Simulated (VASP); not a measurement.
## HPt12F: single point with PBE+D3(BJ)

HPt12F, a slab with vacuum:

```
CELL_PARAMETERS angstrom
5.54372 0.00000 0.00000
2.77186 4.80100 0.00000
0.00000 0.00000 16.52643
ATOMIC_POSITIONS crystal
Pt 0.16667 0.16667 0.06051
Pt 0.66667 0.16667 0.06051
Pt 0.16667 0.66667 0.06051
Pt 0.66667 0.66667 0.06051
Pt 0.83414 0.33248 0.20020
Pt 0.33429 0.33212 0.20019
Pt 0.83443 0.83233 0.20038
Pt 0.33447 0.83205 0.20035
Pt 0.00197 0.99717 0.34043
Pt 0.50164 0.99713 0.34010
Pt 0.00220 0.49575 0.33988
Pt 0.50205 0.49690 0.34006
F 0.94286 0.71099 0.51822
H 0.94968 0.82297 0.47616
```

```json
{
  "Program": "VASP 6.6.1",
  "Task": "single point",
  "Functional": "PBE",
  "Dispersion": "D3(BJ)",
  "Potentials or basis": "VASP PAW PBE potentials, release 64 (Pt, F, H)",
  "Cutoff": "520 eV",
  "k mesh": "4 × 4 × 1",
  "Occupations": "gaussian, width 0.15 eV",
  "Spin": "no spin polarisation"
}
```

```yaml
Largest_force: 0.326 eV/Å
Band_gap_on_the_k_mesh: zero (bands 64 and 65 overlap by 0.68 eV)
Dispersion_energy_per_atom: -0.451 eV
```

Forces on the atoms (eV/Å):
```
Pt   0.003 -0.003  0.036
Pt   0.002 -0.001  0.041
Pt   0.000  0.005  0.037
Pt   0.007  0.012  0.000
Pt   0.000  0.000  0.001
Pt  -0.001 -0.001  0.001
Pt  -0.001  0.000  0.001
Pt   0.000  0.000  0.001
Pt  -0.002 -0.002 -0.027
Pt  -0.002 -0.001 -0.028
Pt  -0.002 -0.003 -0.027
Pt  -0.002 -0.002 -0.029
F   -0.120 -0.188  0.233
H    0.120  0.184 -0.241
```

Levels at points of the mesh, in eV from the Fermi level:
| k point | band 61 | band 62 | band 63 | band 64 | band 65 | band 66 | band 67 | band 68 |
| --- | --- | --- | --- | --- | --- | --- | --- | --- |
| (0.00, 0.00, 0.00) | 0.31 | 0.56 | 0.56 | 0.56 | 0.61 | 0.61 | 0.62 | 0.78 |
| (0.50, 0.00, 0.00) | -0.64 | -0.62 | -0.16 | -0.15 | 0.00 | 0.00 | 0.30 | 0.30 |
| (0.50, 0.50, 0.00) | -0.67 | -0.60 | -0.18 | -0.15 | 0.00 | 0.00 | 0.30 | 0.30 |
| (0.00, 0.50, 0.00) | -0.67 | -0.60 | -0.16 | -0.14 | 0.00 | 0.01 | 0.28 | 0.29 |

It took 11 min on 1 thread of Intel(R) Xeon(R) Platinum 8488C (Sapphire Rapids), on a shared host, peak memory 0.68 GiB.

Caveat: there is no dipole correction, which matters where the two faces differ; spin-orbit coupling is left out, which moves the levels of the heavy elements.
